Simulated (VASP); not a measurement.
Mg4H, 5 atoms in the cell. The cell holds a slab with vacuum, 5 atoms: a = 3.188 Å, b = 3.188 Å, c = 26.663 Å, α = 90.00°, β = 90.00°, γ = 120.00°. 

- Program: VASP 6.6.1
- Task: relaxation of the atoms
- Functional: PBEsol
- Potentials or basis: VASP PAW PBE potentials, release 64 (Mg, H)
- Cutoff: 520 eV
- k mesh: 9 × 9 × 1
- Occupations: gaussian, width 0.1 eV
- Spin: no spin polarisation
- Dipole correction: yes
- Atoms held fixed (from 0): [0, 1]
- Further INCAR settings: ALGO = Normal; EDIFF = 1e-06; IBRION = 2; EDIFFG = -0.03; NSW = 90

Potentials or basis: VASP PAW PBE potentials, release 64 (Mg, H).

Command:

```sh
$ cat potpaw_PBE.64/Mg/POTCAR potpaw_PBE.64/H/POTCAR > POTCAR
$ mpirun -np 1 vasp_std > vasp.out
```

Hardware: 1 thread of Intel(R) Xeon(R) Platinum 8488C (Sapphire Rapids) (shared host).

Problem. How long does it take, and how much memory?

Solution. Wall time 13 min on 1 thread of Intel(R) Xeon(R) Platinum 8488C (Sapphire Rapids), on a shared host, peak memory 0.36 GiB. Counts: scf iterations 271, k points 25, ion steps 30.
